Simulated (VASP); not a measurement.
Input of a VASP 6.6.1 run:

Contents of INCAR:

```
ALGO = Normal ; EDIFF = 1E-6
ENCUT = 520 ; GGA = PE
ISIF = 2 ; ISMEAR = 0
LASPH = T ; LCHARG = T
LELF = T ; LREAL = F
LVHAR = T ; LWAVE = F
NBANDS = 29 ; NELM = 100
PREC = Accurate ; SIGMA = 0.1
```

The input KPOINTS:

```
k-points
0
Gamma
  4 4 4
```

The input POSCAR:

```
Hg2Se3
1.0
    5.1395116500      0.0000000000      0.0000000000
    0.0000000000      5.1395116500      0.0000000000
    0.0000000000      0.0000000000      5.1395116500
Hg Se
2 3
Direct
    0.5000000000      0.5000000000      0.5000000000
    0.0000000000      0.0000000000      0.0000000000
    0.5000000000      0.0000000000      0.0000000000
    0.0000000000      0.5000000000      0.0000000000
    0.0000000000      0.0000000000      0.5000000000
```

Potentials or basis: VASP PAW PBE potentials, release 64 (Hg, Se).

Launch:

```console
$ cat potpaw_PBE.64/Hg/POTCAR potpaw_PBE.64/Se/POTCAR > POTCAR
$ mpirun -np 1 vasp_std > vasp.out
```

(1) Predict the band gap on the k mesh.

(2) Estimate the pressure.

Results:

(1) zero (band 21 reaches 2.14 eV, above the bottom of band 22 at 1.12 eV).

(2) 4.9 GPa.

Caveat: spin-orbit coupling is left out, which moves the levels of the heavy elements.
